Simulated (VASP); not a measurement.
# SrO (Fm-3m) in VASP: a series of runs, part 2 of 2

VASP 6.6.1. Earlier steps stand in the parts before.

## 3. Electric field gradients, LDA (volume scaled by 1.04)

Contents of INCAR:

```
SYSTEM = SrO
PREC     = Accurate       ! precision mode
ENCUT    = 520            ! plane-wave cutoff, eV
EDIFF    = 1E-8           ! SCF threshold, eV
ISMEAR   = -1             ! smearing method
SIGMA    = 0.02           ! smearing width, eV
LREAL    = .FALSE.        ! projectors in reciprocal space
LASPH    = .TRUE.         ! aspherical terms in the spheres
NELM     = 60             ! most SCF steps
ALGO     = Normal         ! electronic algorithm
ISIF     = 2              ! what is computed and relaxed
LWAVE    = .FALSE.        ! write WAVECAR
LCHARG   = .FALSE.        ! write CHGCAR
LEFG     = .TRUE.       
NBANDS   = 15             ! bands
```

Contents of KPOINTS:

```
regular mesh
0
G
  8 8 8
  0 0 0
```

Contents of POSCAR:

```
SrO
1.0
    0.0000000000      2.6036170359      2.6036170359
    2.6036170359      0.0000000000      2.6036170359
    2.6036170359      2.6036170359      0.0000000000
Sr O
1 1
Direct
    0.0000000000      0.0000000000      0.0000000000
    0.5000000000      0.5000000000      0.5000000000
```

Potentials or basis: VASP PAW LDA potentials, release 64 (Sr_sv, O).

Launch:

```bash
$ cat potpaw_LDA.64/Sr_sv/POTCAR potpaw_LDA.64/O/POTCAR > POTCAR
$ mpirun -np 1 vasp_std > vasp.out
```

OUTCAR:

```text
SYSTEM = SrO
   PREC = Accurate
   ENCUT = 520
   EDIFF = 1E-8
   ISMEAR = -1
   LREAL = .FALSE.
   LASPH = .TRUE.
   NELM = 60
   ISIF = 2

 ion  position               nearest neighbor table
   1  0.000  0.000  0.000-   2 2.60   2 2.60   2 2.60   2 2.60   2 2.60   2 2.60
   2  0.500  0.500  0.500-   1 2.60   1 2.60   1 2.60   1 2.60   1 2.60   1 2.60

  LATTYP: Found a face centered cubic cell.
 ALAT       =     5.2072340718

  Lattice vectors:

 A1 = (   0.0000000000,   2.6036170359,   2.6036170359)
 A2 = (   2.6036170359,   0.0000000000,   2.6036170359)
 A3 = (   2.6036170359,   2.6036170359,   0.0000000000)

Analysis of symmetry for initial positions (statically):
=====================================================================
 Subroutine PRICEL returns:
 Original cell was already a primitive cell.

 Routine SETGRP: Setting up the symmetry group for a
 face centered cubic supercell.

 Subroutine GETGRP returns: Found 48 space group operations
 (whereof 48 operations were pure point group operations)
 out of a pool of 48 trial point group operations.

The static configuration has the point symmetry O_h .

Analysis of symmetry for dynamics (positions and initial velocities):
=====================================================================
 Subroutine PRICEL returns:
 Original cell was already a primitive cell.

 Routine SETGRP: Setting up the symmetry group for a
 face centered cubic supercell.

 Subroutine GETGRP returns: Found 48 space group operations
 (whereof 48 operations were pure point group operations)
 out of a pool of 48 trial point group operations.

The dynamic configuration has the point symmetry O_h .

[... 164 lines left out ...]
     11       7.1863      0.00000
     12       7.1863      0.00000
     13       9.3243      0.00000
     14       9.3243      0.00000
[... 401 lines left out ...]
      2     -14.8128      2.00000
      3     -13.1779      2.00000
      4     -13.0265      2.00000
      5     -11.8768      2.00000
      6      -0.4152      2.00000
      7       0.3205      2.00000
      8       0.3830      2.00000
      9       7.2817      0.00000
     10       7.6214      0.00000
     11      10.1218      0.00000
     12      10.3882      0.00000
     13      12.4319      0.00000
     14      13.6447      0.00000
     15      13.8348      0.00000

 [... further k-points ...]
[... 5 lines left out ...]
  --------------------------------------------------------------------------------------
  -------------------------------------------------------------------------------------
  Total       -1.4613112     -1.4613112     -1.4613112     -0.0000000      0.0000000      0.0000000
  in kB      -66.3272476    -66.3272476    -66.3272476     -0.0000000      0.0000000      0.0000000
  external PRESSURE =     -66.3272476 kB  Pullay stress =       0.0000000 kB

 VOLUME and BASIS-vectors are now :
 -----------------------------------------------------------------------------
  energy-cutoff  :      520.00
  volume of cell :       35.30
      direct lattice vectors                 reciprocal lattice vectors
     0.000000000  2.603617036  2.603617036    -0.192040532  0.192040532  0.192040532
     2.603617036  0.000000000  2.603617036     0.192040532 -0.192040532  0.192040532
     2.603617036  2.603617036  0.000000000     0.192040532  0.192040532 -0.192040532

 POSITION                                       TOTAL-FORCE (eV/Angst)
 -----------------------------------------------------------------------------------
      0.00000      0.00000      0.00000         0.000000      0.000000      0.000000
      2.60362      2.60362      2.60362        -0.000000     -0.000000     -0.000000
 -----------------------------------------------------------------------------------
    total drift:                                0.000000      0.000000      0.000000

  FREE ENERGIE OF THE ION-ELECTRON SYSTEM (eV)
  ---------------------------------------------------
  free  energy   TOTEN  =       -13.3323016164 eV

  energy  without entropy=      -13.3323016164  energy(sigma->0) =      -13.33230162

 Electric field gradients (V/A^2)
---------------------------------------------------------------------
 ion       V_xx      V_yy      V_zz      V_xy      V_xz      V_yz
---------------------------------------------------------------------
   1      -0.000     0.000     0.000     0.000     0.000     0.000
   2       0.000     0.000     0.000     0.000     0.000     0.000
---------------------------------------------------------------------

 Electric field gradients after diagonalization (V/A^2)
 (convention: |V_zz| > |V_xx| > |V_yy|)
----------------------------------------------------------------------
 ion       V_xx      V_yy      V_zz     asymmetry (V_yy - V_xx)/ V_zz
----------------------------------------------------------------------
   1      -0.000    -0.000     0.000       0.000
   2      -0.000    -0.000     0.001       0.000
----------------------------------------------------------------------

           NMR quadrupolar parameters

 Cq : quadrupolar parameter    Cq=e*Q*V_zz/h
 eta: asymmetry parameters     (V_yy - V_xx)/ V_zz
 Q  : nuclear electric quadrupole moment in mb (millibarn)
----------------------------------------------------------------------
 ion       Cq(MHz)       eta       Q (mb)
----------------------------------------------------------------------
   1       0.000       0.000       1.000
   2       0.000       0.000       1.000
----------------------------------------------------------------------
```

OSZICAR:

```text
N       E                     dE             d eps       ncg     rms          rms(c)
DAV:   1     0.687213322120E+02    0.68721E+02   -0.84058E+03   870   0.104E+03
DAV:   2    -0.124177199070E+02   -0.81139E+02   -0.74365E+02  1202   0.223E+02
DAV:   3    -0.154403205927E+02   -0.30226E+01   -0.30083E+01  1105   0.401E+01
DAV:   4    -0.155079859593E+02   -0.67665E-01   -0.67655E-01  1112   0.575E+00
DAV:   5    -0.155096267332E+02   -0.16408E-02   -0.16408E-02  1104   0.725E-01    0.160E+01
DAV:   6    -0.135828461972E+02    0.19268E+01   -0.65556E+00   884   0.190E+01    0.194E+01
DAV:   7    -0.133820286716E+02    0.20082E+00   -0.38339E-01   996   0.527E+00    0.106E+01
DAV:   8    -0.133314101134E+02    0.50619E-01   -0.13352E-01  1150   0.339E+00    0.113E+00
DAV:   9    -0.133324493090E+02   -0.10392E-02   -0.74926E-03  1154   0.517E-01    0.313E-01
DAV:  10    -0.133322982518E+02    0.15106E-03   -0.16445E-04   975   0.141E-01    0.176E-01
DAV:  11    -0.133322988877E+02   -0.63585E-06   -0.93905E-05  1045   0.987E-02    0.242E-02
DAV:  12    -0.133323016187E+02   -0.27310E-05   -0.85296E-06  1091   0.210E-02    0.744E-03
DAV:  13    -0.133323016379E+02   -0.19168E-07   -0.76633E-07  1003   0.791E-03    0.279E-03
DAV:  14    -0.133323016177E+02    0.20108E-07   -0.11882E-07  1129   0.308E-03    0.106E-03
DAV:  15    -0.133323016164E+02    0.13938E-08   -0.35550E-09   505   0.571E-04
   1 F= -.13332302E+02 E0= -.13332302E+02  d E =-.384839E-12
```

stdout:

```text
POSCAR found type information on POSCAR SrO
 POSCAR found :  2 types and       2 ions
 scaLAPACK will be used
 LDA part: xc-table for (Slater(with rela. corr.)+CA(PZ))
 , standard interpolation
 POSCAR, INCAR and KPOINTS ok, starting setup
 FFT: planning ... GRIDC
 FFT: planning ... GRID_SOFT
 FFT: planning ... GRID
 WAVECAR not read
 entering main loop
ion   1

ion   2
```

Run time: 14 s. Hardware: 1 thread of AMD EPYC 7R13 (Zen 3), shared host; peak memory 0.12 GiB.

Results:

| Property | Result |
| --- | --- |
| Free energy | -13.3323 eV |
| Pressure | -6.6 GPa |
| Band gap on the k mesh | 3.12 eV, indirect (least direct gap 3.23 eV) |

Levels at points of the mesh, in eV from the valence-band top:
```tsv
k point	band 5	band 6	band 7	band 8	band 9	band 10	band 11	band 12
(0.00, 0.00, 0.00)	-13.98	0.00	0.00	0.00	3.54	6.02	6.02	6.02
(0.50, 0.00, 0.00)	-12.70	-2.17	-1.09	-1.09	6.29	7.98	8.59	8.59
(0.50, 0.50, 0.00)	-14.32	-0.49	-0.11	-0.11	3.12	7.47	9.85	9.94
```

Caveat: without QUAD_EFG the Cq values of the log hold for a quadrupole moment of 1 mb, not for the nuclei. A k mesh can miss the band edges.
